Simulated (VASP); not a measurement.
# ZnS (F-43m) in VASP: a series of runs

The runs below take ZnS through relaxation of cell and atoms, single point, with r2SCAN.

Program: VASP 6.6.1. These are calculated values, not measurements. Logs are shortened: lines on timing, memory, paths and dates and some standing lists are left out, and cuts for length are marked.

### Step 1. The cell of the first run

Symmetry: F-43m, No. 216, cubic system. The conventional cell has a = 5.409 Å, b = 5.409 Å, c = 5.409 Å, α = 90.00°, β = 90.00°, γ = 90.00°. Within 3.1 Å of Zn (site symmetry -43m) lie 4 S at 2.34 Å. Within 3.1 Å of S (site symmetry -43m) lie 4 Zn at 2.34 Å.

### Step 2. Relaxation of cell and atoms, r2SCAN

POSCAR

```
ZnS
1.0
    0.0000000000      2.7046500000      2.7046500000
    2.7046500000      0.0000000000      2.7046500000
    2.7046500000      2.7046500000      0.0000000000
Zn S
1 1
Direct
    0.0000000000      0.0000000000      0.0000000000
    0.7500000000      0.7500000000      0.7500000000
```

INCAR.step1

```
ALGO     = Normal         # electronic algorithm
EDIFF    = 1E-4           # SCF threshold, eV
ENCUT    = 600            # plane-wave cutoff, eV
GGA      = PE             # functional
ISMEAR   = 0              # smearing method
LASPH    = T              # aspherical terms in the spheres
LCHARG   = F              # write CHGCAR
LREAL    = F              # projectors in reciprocal space
LWAVE    = T              # write WAVECAR
NELM     = 60             # most SCF steps
PREC     = Accurate       # precision mode
SIGMA    = 0.02           # smearing width, eV
```

INCAR.step2

```
ALGO     = Normal         # electronic algorithm
EDIFF    = 1E-6           # SCF threshold, eV
EDIFFG   = -0.005         # ionic threshold
ENCUT    = 600            # plane-wave cutoff, eV
IBRION   = 2              # ionic algorithm
ISIF     = 3              # what is computed and relaxed
ISMEAR   = 0              # smearing method
ISTART   = 1            
LASPH    = T              # aspherical terms in the spheres
LCHARG   = F              # write CHGCAR
LMIXTAU  = T            
LREAL    = F              # projectors in reciprocal space
LWAVE    = F              # write WAVECAR
METAGGA  = R2SCAN         # meta-GGA
NELM     = 60             # most SCF steps
NSW      = 100            # ionic steps
PREC     = Accurate       # precision mode
SIGMA    = 0.02           # smearing width, eV
```

KPOINTS

```
k-points
0
Gamma
  8 8 8
```

Potentials or basis: VASP PAW PBE potentials, release 64 (Zn, S).

Command:

```bash
$ cat potpaw_PBE.64/Zn/POTCAR potpaw_PBE.64/S/POTCAR > POTCAR
$ cp INCAR.step1 INCAR
$ mpirun -np 1 vasp_std > vasp.out
$ cp INCAR.step2 INCAR
$ mpirun -np 1 vasp_std > vasp.out
```

OUTCAR:

```text
EDIFF = 1E-6
   EDIFFG = -0.005
   ENCUT = 600
   IBRION = 2
   ISIF = 3
   ISMEAR = 0
   ISTART = 1
   LASPH = T
   LREAL = F
   METAGGA = R2SCAN
   NELM = 60
   NSW = 100
   PREC = Accurate

 ion  position               nearest neighbor table
   1  0.000  0.000  0.000-   2 2.34   2 2.34   2 2.34   2 2.34
   2  0.750  0.750  0.750-   1 2.34   1 2.34   1 2.34   1 2.34

  LATTYP: Found a face centered cubic cell.
 ALAT       =     5.4093000000

  Lattice vectors:

 A1 = (   0.0000000000,   2.7046500000,   2.7046500000)
 A2 = (   2.7046500000,   0.0000000000,   2.7046500000)
 A3 = (   2.7046500000,   2.7046500000,   0.0000000000)

Analysis of symmetry for initial positions (statically):
=====================================================================
 Subroutine PRICEL returns:
 Original cell was already a primitive cell.

 Routine SETGRP: Setting up the symmetry group for a
 face centered cubic supercell.

 Subroutine GETGRP returns: Found 24 space group operations
 (whereof 24 operations were pure point group operations)
 out of a pool of 48 trial point group operations.

The static configuration has the point symmetry T_d .

Analysis of symmetry for dynamics (positions and initial velocities):
=====================================================================
 Subroutine PRICEL returns:
 Original cell was already a primitive cell.

 Routine SETGRP: Setting up the symmetry group for a
 face centered cubic supercell.

 Subroutine GETGRP returns: Found 24 space group operations
 (whereof 24 operations were pure point group operations)
 out of a pool of 48 trial point group operations.

The dynamic configuration has the point symmetry T_d .

 Subroutine INISYM returns: Found 24 space group operations
 (whereof 24 operations are pure point group operations),
 and found     1 'primitive' translations

----------------------------------------------------------------------------------------

                                     Primitive cell

  volume of cell :      39.5697

  direct lattice vectors                    reciprocal lattice vectors
     0.000000000  2.704650000  2.704650000    -0.184866803  0.184866803  0.184866803
     2.704650000  0.000000000  2.704650000     0.184866803 -0.184866803  0.184866803
     2.704650000  2.704650000  0.000000000     0.184866803  0.184866803 -0.184866803

  length of vectors
     3.824952711  3.824952711  3.824952711     0.320198696  0.320198696  0.320198696

  position of ions in fractional coordinates (direct lattice)
     0.000000000  0.000000000  0.000000000
     0.750000000  0.750000000  0.750000000

  ion indices of the primitive-cell ions
   primitive index   ion index
                 1           1
                 2           2

----------------------------------------------------------------------------------------

 KPOINTS: k-points

Automatic generation of k-mesh.
 Grid dimensions read from file:
 generate k-points for:    8    8    8

 Generating k-lattice:

  Cartesian coordinates                     Fractional coordinates (reciprocal lattice)
    -0.023108350  0.023108350  0.023108350     0.125000000  0.000000000  0.000000000
     0.023108350 -0.023108350  0.023108350     0.000000000  0.125000000  0.000000000
     0.023108350  0.023108350 -0.023108350     0.000000000  0.000000000  0.125000000

  Length of vectors
     0.040024837  0.040024837  0.040024837

  Shift w.r.t. Gamma in fractional coordinates (k-lattice)
     0.000000000  0.000000000  0.000000000

 Subroutine IBZKPT returns following result:
 ===========================================

 Found     29 irreducible k-points:

 Following reciprocal coordinates:
            Coordinates               Weight
  0.000000  0.000000  0.000000      1.000000
  0.125000  0.000000  0.000000      8.000000
  0.250000  0.000000  0.000000      8.000000
  0.375000  0.000000  0.000000      8.000000
  0.500000  0.000000  0.000000      4.000000
  0.125000  0.125000  0.000000      6.000000
[... 16 lines left out ...]
  0.500000  0.250000  0.125000     48.000000
 -0.375000  0.250000  0.125000     24.000000
 [... further k-points ...]
   k-points           NKPTS =     29   k-points in BZ     NKDIM =     29   number of bands    NBANDS=     13
   number of dos      NEDOS =    301   number of ions     NIONS =      2
   total plane-waves  NPLWV =  32768
   dimension x,y,z NGX =    32 NGY =   32 NGZ =   32
   dimension x,y,z NGXF=    64 NGYF=   64 NGZF=   64
   ions per type =               1   1
   NGX,Y,Z   is equivalent  to a cutoff of  13.91, 13.91, 13.91 a.u.
   NGXF,Y,Z  is equivalent  to a cutoff of  27.82, 27.82, 27.82 a.u.
 SYSTEM =  unknown system
   PREC   = accura    normal or accurate (medium, high low for compatibility)
   ISTART =      1    job   : 0-new  1-cont  2-samecut
   ICHARG =      0    charge: 1-file 2-atom 10-const
   ISPIN  =      1    spin polarized calculation?
   LNONCOLLINEAR =      F non collinear calculations
   LSORBIT =      F    spin-orbit coupling
   LASPH  =      T    aspherical Exc in radial PAW
   ENCUT  =  600.0 eV  44.10 Ry    6.64 a.u.   7.64  7.64  7.64*2*pi/ulx,y,z
   NELM   =     60;   NELMIN=  2; NELMDL=  0     # of ELM steps
   EDIFF  = 0.1E-05   stopping-criterion for ELM
   LREAL  =      F    real-space projection
   EDIFFG = -.5E-02   stopping-criterion for IOM
   NSW    =    100    number of steps for IOM
   IBRION =      2    ionic relax: 0-MD 1-quasi-New 2-CG
   NFREE  =      1    steps in history (QN), initial steepest desc. (CG)
   ISIF   =      3    stress and relaxation
   ISYM   =      2    0-nonsym 1-usesym 2-fastsym
   POTIM  = 0.5000    time-step for ionic-motion
   TEBEG  =    0.0;   TEEND  =   0.0 temperature during run
   PSTRESS=    0.0 pullay stress
   NELECT =      18.0000    total number of electrons
   NUPDOWN=      -1.0000    fix difference up-down
   EMIN   =  10.00;   EMAX   =-10.00  energy-range for DOS
   EFERMI =   0.00;   METHOD = LEGACY
   ISMEAR =     0;   SIGMA  =   0.02  broadening in eV -4-tet -1-fermi 0-gaus
   EFERMI_NEDOS =   21; number of points for ismear=-14 and -15
   IALGO  =     38    algorithm
   IMIX   =      4    mixing-type and parameters
     AMIX     =   0.40;   BMIX     =  1.00
     AMIX_MAG =   1.60;   BMIX_MAG =  1.00
  volume/ion in A,a.u.               =      19.78       133.51
  Fermi-wavevector in a.u.,A,eV,Ry     =   1.259055  2.379268 21.568210  1.585219
  Thomas-Fermi vector in A             =   2.392634
   LORBIT       =      0    0 simple, 1 ext, 2 COOP (PROOUT), +10 PAW based schemes
   METAGGA = R2SCAN    functional components
   LHFCALC =     F    Hartree Fock is set to
   AEXX    =    0.0000 exact exchange contribution
   IVDW    =     0    specifies the selected vdW correction
   LEPSILON=     F    determine dielectric tensor
   LRPA    =     F    only Hartree local field effects (RPA)
 conjugate gradient relaxation of ions
 non-spin polarized calculation
 Gauss-broadening in eV      SIGMA  =   0.02
  energy-cutoff  :      600.00
  volume of cell :       39.57
 maximum number of plane-waves:      1363
   NGX = 15   NGY = 15   NGZ = 15

--------------------------------------- Ionic step        1  -------------------------------------------

 number of electron      18.0000000 magnetization

 Free energy of the ion-electron system (eV)
  ---------------------------------------------------
  ext. energy  EPLUGINS =         0.00000000
  ---------------------------------------------------
  free energy    TOTEN  =       -18.86664603 eV

  energy without entropy =      -18.86664603  energy(sigma->0) =      -18.86664603

------------------------ aborting loop because EDIFF is reached ----------------------------------------

  FORCE on cell =-STRESS in cart. coord.  units (eV):
  Direction    XX          YY          ZZ          XY          YZ          ZX
  --------------------------------------------------------------------------------------
  -------------------------------------------------------------------------------------
  Total       -0.2067372     -0.2067372     -0.2067372      0.0000000      0.0000000      0.0000000
  in kB       -8.3707798     -8.3707798     -8.3707798      0.0000000      0.0000000      0.0000000
  external PRESSURE =      -8.3707798 kB  Pullay stress =       0.0000000 kB
[... 165 lines left out ...]
  energy  without entropy=      -18.8680194877  energy(sigma->0) =      -18.86801949

--------------------------------------- Ionic step        6  -------------------------------------------

 number of electron      17.9999994 magnetization

 Free energy of the ion-electron system (eV)
  ---------------------------------------------------
  ext. energy  EPLUGINS =         0.00000000
  ---------------------------------------------------
  free energy    TOTEN  =       -18.86799484 eV

  energy without entropy =      -18.86799484  energy(sigma->0) =      -18.86799484

 E-fermi :   1.9868     XC(G=0): -10.3217

 val. band max:        1.9007026398   @ k =   0.0000   0.0000   0.0000
 cond. band min:       4.6109620435   @ k =   0.0000   0.0000   0.0000
 fundamental gap:      2.7102594037
 Fermi energy:         1.9868477125

 k-point     1 :       0.0000    0.0000    0.0000
  band No.  band energies     occupation
      1     -11.8281      2.00000
      2      -4.6296      2.00000
      3      -4.6296      2.00000
      4      -4.6296      2.00000
      5      -4.0736      2.00000
      6      -4.0736      2.00000
      7       1.9007      2.00000
      8       1.9007      2.00000
      9       1.9007      2.00000
     10       4.6110      0.00000
     11       8.7978      0.00000
     12       8.7979      0.00000
     13       8.7979      0.00000
[... 353 lines left out ...]
 k-point    24 :      -0.3750    0.2500    0.1250
  band No.  band energies     occupation
      1     -10.7107      2.00000
      2      -4.4870      2.00000
      3      -4.4279      2.00000
      4      -4.1342      2.00000
      5      -4.0624      2.00000
      6      -3.8052      2.00000
      7      -3.1065      2.00000
      8      -0.5048      2.00000
      9       0.3879      2.00000
     10       7.3030      0.00000
     11       8.2520      0.00000
     12      10.3173      0.00000
     13      11.5196      0.00000

 [... further k-points ...]
[... 5 lines left out ...]
  --------------------------------------------------------------------------------------
  -------------------------------------------------------------------------------------
  Total       -0.0055089     -0.0055089     -0.0055089      0.0000000     -0.0000000      0.0000000
  in kB       -0.2253889     -0.2253889     -0.2253889      0.0000000     -0.0000000      0.0000000
  external PRESSURE =      -0.2253889 kB  Pullay stress =       0.0000000 kB
[... 17 lines left out ...]
  FREE ENERGIE OF THE ION-ELECTRON SYSTEM (eV)
  ---------------------------------------------------
  free  energy   TOTEN  =       -18.8679948404 eV

  energy  without entropy=      -18.8679948404  energy(sigma->0) =      -18.86799484

 reached required accuracy - stopping structural energy minimisation
```

It took 3.8 min on 1 thread of AMD EPYC 9R45 (Zen 5), shared host; peak memory 0.17 GiB.

What came out:

* Free energy: -18.8680 eV
* Relaxed volume: 19.58 Å³/atom
* Relaxed cell: a = 3.812 Å, b = 3.812 Å, c = 3.812 Å, α = 60.00°, β = 60.00°, γ = 60.00°
* Space group after relaxing (to 0.05 Å): F-43m (No. 216)
* Energy gained by relaxing: 0.7 meV/atom
* Ionic steps: 6
* Pressure after relaxing: 0.0 GPa
* Band gap on the k mesh: 2.71 eV, direct

Step by step:
| step | energy change (eV) | largest force (eV/Å) | pressure (GPa) | volume (Å³) |
| --- | --- | --- | --- | --- |
| 1 | 0.0000 | 0.0000 | -0.84 | 39.57 |
| 2 | -0.0013 | 0.0000 | 0.31 | 38.98 |
| 3 | -0.0014 | 0.0000 | 0.05 | 39.10 |
| 4 | -0.0014 | 0.0000 | -0.05 | 39.13 |
| 5 | -0.0014 | 0.0000 | 0.07 | 39.11 |
| 6 | -0.0013 | 0.0000 | -0.02 | 39.16 |

Final structure:
```
CELL_PARAMETERS angstrom
0.00000 2.69529 2.69529
2.69529 0.00000 2.69529
2.69529 2.69529 0.00000
ATOMIC_POSITIONS crystal
Zn 0.00000 0.00000 0.00000
S 0.75000 0.75000 0.75000
```

Levels at points of the mesh, in eV from the valence-band top:
| k point | band 7 | band 8 | band 9 | band 10 | band 11 | band 12 |
| --- | --- | --- | --- | --- | --- | --- |
| (0.00, 0.00, 0.00) | 0.00 | 0.00 | 0.00 | 2.71 | 6.90 | 6.90 |
| (0.50, 0.00, 0.00) | -5.45 | -0.90 | -0.90 | 3.83 | 7.39 | 7.39 |
| (0.50, 0.50, 0.00) | -4.64 | -2.31 | -2.31 | 3.71 | 4.48 | 11.82 |

Caveat: the PAW data sets were made with another functional, which shifts forces and pressure a little.

### Step 3. Single point, r2SCAN

This run uses another cell than the first one: it holds 8 atoms, not 2.

POSCAR

```
ZnS
1.0
    5.3890263884      0.0000000000      0.0000000000
    0.0000000000     -5.3890263884      0.0000000000
    0.0000000000      0.0000000000     -5.3890263884
Zn S
4 4
Direct
    0.0000000000      0.0000000000      0.0000000000
    0.5000000000      0.5000000000      0.0000000000
    0.5000000000      0.0000000000      0.5000000000
    0.0000000000      0.5000000000      0.5000000000
    0.7500000000      0.7500000000      0.7500000000
    0.2500000000      0.2500000000      0.7500000000
    0.2500000000      0.7500000000      0.2500000000
    0.7500000000      0.2500000000      0.2500000000
```

INCAR.step1

```
ALGO = Normal
EDIFF = 1E-4
ENCUT = 520
GGA = PE
ISMEAR = 0
LASPH = T
LCHARG = F
LREAL = F
LWAVE = T
NBANDS = 46
NELM = 60
PREC = Accurate
SIGMA = 0.05
```

INCAR.step2

```
ALGO = Normal
EDIFF = 1E-6
ENCUT = 520
ISIF = 2
ISMEAR = 0
ISTART = 1
LASPH = T
LCHARG = F
LMIXTAU = T
LREAL = F
LWAVE = F
METAGGA = R2SCAN
NBANDS = 46
NELM = 60
PREC = Accurate
SIGMA = 0.05
```

KPOINTS

```
k-points
0
Gamma
  4 4 4
```

Potentials or basis: VASP PAW PBE potentials, release 64 (Zn, S).

Command:

```bash
$ cat potpaw_PBE.64/Zn/POTCAR potpaw_PBE.64/S/POTCAR > POTCAR
$ cp INCAR.step1 INCAR
$ mpirun -np 1 vasp_std > vasp.out
$ cp INCAR.step2 INCAR
$ mpirun -np 1 vasp_std > vasp.out
```

Run time: 3.4 min. Hardware: 1 thread of AMD EPYC 9R45 (Zen 5), shared host; peak memory 0.23 GiB.

Results (log left out):

```
Free energy            : -75.4630 eV
Pressure               : 0.1 GPa
Band gap on the k mesh : 2.71 eV
```

Levels at points of the mesh, in eV from the valence-band top:
| k point | band 34 | band 35 | band 36 | band 37 | band 38 | band 39 |
| --- | --- | --- | --- | --- | --- | --- |
| (0.00, 0.00, 0.00) | 0.00 | 0.00 | 0.00 | 2.71 | 3.71 | 3.71 |
| (0.50, 0.00, 0.00) | -1.28 | -1.28 | -1.28 | 4.92 | 4.92 | 5.09 |
| (0.50, 0.50, 0.00) | -0.94 | -0.94 | -0.94 | 5.39 | 5.39 | 5.39 |
| (0.50, 0.50, 0.50) | -0.90 | -0.90 | -0.90 | 3.83 | 3.83 | 3.83 |

Caveat: the PAW data sets were made with another functional, which shifts forces and pressure a little. r2SCAN opens gaps a little over a GGA but as a rule still falls short of measured ones.
